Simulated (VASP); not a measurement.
AlN:

```xyz
2
Lattice="0.0000 1.9583 1.9583 1.9583 0.0000 1.9583 1.9583 1.9583 0.0000" Properties=species:S:1:pos:R:3 pbc="T T T"
Al    0.0000    0.0000    0.0000
N     1.9583    1.9583    1.9583
```

This cell differs from its parent crystal: strain -3.0%.

Base run:

* Program: VASP 6.6.1
* Functional: HSE06
* Potentials or basis: VASP PAW PBE potentials, release 64 (Al, N)
* Cutoff: 520 eV
* k mesh: 8 × 8 × 8
* Occupations: gaussian, width 0.01 eV
* Spin: no spin polarisation

Its results: band gap on the k mesh 6.48 eV, indirect (least direct gap 8.77 eV); pressure 28.6 GPa.

The run is repeated on the same cell with these changes: functional from HSE06 to PBE; cutoff from 520 eV to 600 eV; k mesh from 8 × 8 × 8 to 6 × 6 × 6. What comes out?

Band gap on the k mesh 5.12 eV, indirect (least direct gap 7.12 eV); pressure 36.2 GPa.

Several settings changed at once, so the effect can't be laid on one alone.

Caveats: some runs use coarse meshes; the PAW data sets were made with another functional, which shifts forces and pressure a little (some runs).

A k mesh can miss the band edges.
